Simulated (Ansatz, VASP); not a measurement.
**ZnS in VASP and in Ansatz**

Contents of POSCAR:

```
ZnS
1.0
    0.0000000000      2.6947738399      2.6947738399
    2.6947738399      0.0000000000      2.6947738399
    2.6947738399      2.6947738399      0.0000000000
Zn S
1 1
Direct
    0.2500000000      0.2500000000      0.2500000000
    0.0000000000      0.0000000000      0.0000000000
```

INCAR.step1

```
ALGO = Normal
EDIFF = 1E-4
ENCUT = 520
GGA = PE
ISMEAR = 0
LASPH = T
LCHARG = F
LREAL = F
LWAVE = T
NBANDS = 16
NELM = 80
PREC = Accurate
SIGMA = 0.05
```

File INCAR.step2:

```
ALGO = Normal
EDIFF = 1E-6
ENCUT = 520
ISIF = 2
ISMEAR = 0
ISTART = 1
LASPH = T
LCHARG = T
LELF = T
LMIXTAU = T
LREAL = F
LVHAR = T
LWAVE = F
METAGGA = R2SCAN
NBANDS = 16
NELM = 80
PREC = Accurate
SIGMA = 0.05
```

File KPOINTS:

```
k-points
0
Gamma
  6 6 6
```

Input for Ansatz:

```yaml
crystal:
  lattice:
    - [0.0, 2.6947738399, 2.6947738399]
    - [2.6947738399, 0.0, 2.6947738399]
    - [2.6947738399, 2.6947738399, 0.0]
  atoms:
    - { symbol: Zn, position: [0.25, 0.25, 0.25] }
    - { symbol: S, position: [0.0, 0.0, 0.0] }
basis:
  ecutwfc: 500
  ecutrho_ratio: 4
kpoints:
  mp_grid: { grid: [6, 6, 6] }
hamiltonian:
  xc: r2scan
scf:
  occupations: { method: gaussian, width: 0.05 }
output:
  forces: true
  stress: true
  eigenvalues: true
```

Alike in both runs: task single point; functional r2SCAN; k mesh 6 × 6 × 6; occupations gaussian, width 0.05 eV; no spin polarisation.

|  | VASP | Ansatz |
| --- | --- | --- |
| version | VASP 6.6.1 | Ansatz 0.2.0 |
| potentials or method | VASP PAW PBE potentials, release 64 (Zn, S), cutoff 520 eV | scalar-relativistic, plane waves, PAW |
| valence electrons in the cell | 18 | 18 |

|  | VASP | Ansatz | Ansatz less VASP |
| --- | --- | --- | --- |
| gap on the k mesh at the Fermi level (eV) | 2.71 | 2.70 | -0.010 |
| least direct gap on the mesh (eV) | 2.71 | 2.70 | -0.010 |
| pressure (GPa) | 0.0 | 0.0 | 0.00 |

VASP's potentials were made for PBE, not for r2SCAN. With one functional, cell and mesh, what is left measures potentials, basis and numerics.
